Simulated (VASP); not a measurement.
Set up this calculation in VASP 6.6.1, as the native input.

| Quantity | Value |
| --- | --- |
| Task | single point |
| Functional | PBEsol |
| Potentials or basis | VASP PAW PBE potentials, release 64 (Zr_sv, O) |
| Cutoff | 600 eV |
| k mesh | 8 × 8 × 8 |
| Occupations | gaussian, width 0.05 eV |
| Spin | no spin polarisation |
| Dipole correction | no |
| Further INCAR settings | ALGO = Normal; EDIFF = 1e-06; NBANDS = 19 |

The structure of ZrO2 lies in POSCAR:

```
ZrO2
1.0
    0.0000000000      2.5350000000      2.5350000000
    2.5350000000      0.0000000000      2.5350000000
    2.5350000000      2.5350000000      0.0000000000
Zr O
1 2
Direct
    0.0000000000      0.0000000000      0.0000000000
    0.2500000000      0.2500000000      0.2500000000
    0.7500000000      0.7500000000      0.7500000000
```

These files were run (other wordings do the same):

INCAR

```
  ALGO = Normal
  EDIFF = 1E-6
  ENCUT = 600
  GGA = PS
  GGA_COMPAT = False
  ISIF = 2
  ISMEAR = 0
  LASPH = True
  LCHARG = False
  LREAL = False
  LWAVE = False
  NBANDS = 19
  NELM = 120
  PREC = Accurate
  SIGMA = 0.05
```

KPOINTS

```
k-points
0
Gamma
  8 8 8
```

Potentials or basis: VASP PAW PBE potentials, release 64 (Zr_sv, O).

Launch:

```console
$ cat potpaw_PBE.64/Zr_sv/POTCAR potpaw_PBE.64/O/POTCAR > POTCAR
$ mpirun -np 1 vasp_std > vasp.out
```

Results of the run:

The pressure is -0.6 GPa. The band gap on the k mesh is 3.31 eV (least direct gap 3.75 eV).

Caveat: the PAW data sets were made with another functional, which shifts forces and pressure a little.

It took 26 s on 1 thread of AMD EPYC 7R43 64-Core Processor (Zen 3), with other jobs on the host, peak memory 0.14 GiB.
